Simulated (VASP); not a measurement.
Runs of VASP 6.6.1 on Ge. The structure is that of space group P6_3/mmc (No. 194), or close to it. The cells are those of the table. This isn't the form of Ge at room conditions, which is diamond.

```csv
task,cell,cutoff (eV),gap on the mesh (eV),pressure (GPa)
single point,"a = 4.191, b = 4.191, c = 6.904 Å, angles 90.0, 90.0, 120.0°, 4 atoms",520,none,(a)
relaxation of shape and atoms at fixed volume,"relaxed from a = 3.931, b = 3.931, c = 6.490 Å, angles 90.0, 90.0, 120.0°, 4 atoms",600,none,6.9
single point,"a = 3.885, b = 3.885, c = 6.426 Å, angles 90.0, 90.0, 120.0°, 4 atoms",520,0.03,10.2
relaxation of shape and atoms at fixed volume,"relaxed from a = 3.974, b = 3.974, c = 6.561 Å, angles 90.0, 90.0, 120.0°, 4 atoms",600,none,4.2
relaxation of shape and atoms at fixed volume,"relaxed from a = 4.017, b = 4.017, c = 6.625 Å, angles 90.0, 90.0, 120.0°, 4 atoms",600,-,1.9
```

Alike in all rows: level PBE; potentials or basis VASP PAW PBE potentials, release 64 (Ge_d); no spin polarisation; k mesh 12 × 12 × 6; smearing gaussian 0.1 eV.

Problem. Estimate the missing entries.

Solution. (a) -4.5.

Caveats: semilocal functionals underestimate gaps, so a narrow gap can read as zero (at least some runs); the cell stands under tension (at least some runs); the cell stands under pressure (at least some runs); the relaxation stopped at its first step, so nothing moved (at least some runs).

A k mesh can miss the band edges, and the runs leave out spin-orbit coupling on Ge.

A gap of «none» marks levels without a gap at the run's occupations.
